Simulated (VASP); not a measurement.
Runs of VASP 6.6.1 on Si. It takes space group P6/mmm (No. 191, hexagonal). The conventional cell has a = 2.527 Å, b = 2.527 Å, c = 2.373 Å, α = 90.00°, β = 90.00°, γ = 120.00°. Within 3.1 Å of Si (site symmetry 6/mmm) lie 8 Si at 2.37 to 2.53 Å. 

| smearing | gap on the mesh (eV) | pressure (GPa) |
| --- | --- | --- |
| gaussian 0.025 eV | none | 15.5 |
| gaussian 0.05 eV | none | (a) |
| gaussian 0.25 eV | none | 15.7 |
| gaussian 0.15 eV | none | 15.7 |
| gaussian 0.1 eV | none | 15.7 |

Alike in all rows: task single point; level LDA; potentials or basis VASP PAW LDA potentials, release 64 (Si); no spin polarisation; cell as given; k mesh 15 × 15 × 14; cutoff (eV) 520.

Question: Estimate the missing entries.

Answer: (a) 15.6.

A gap of «none» marks levels without a gap at the run's occupations.
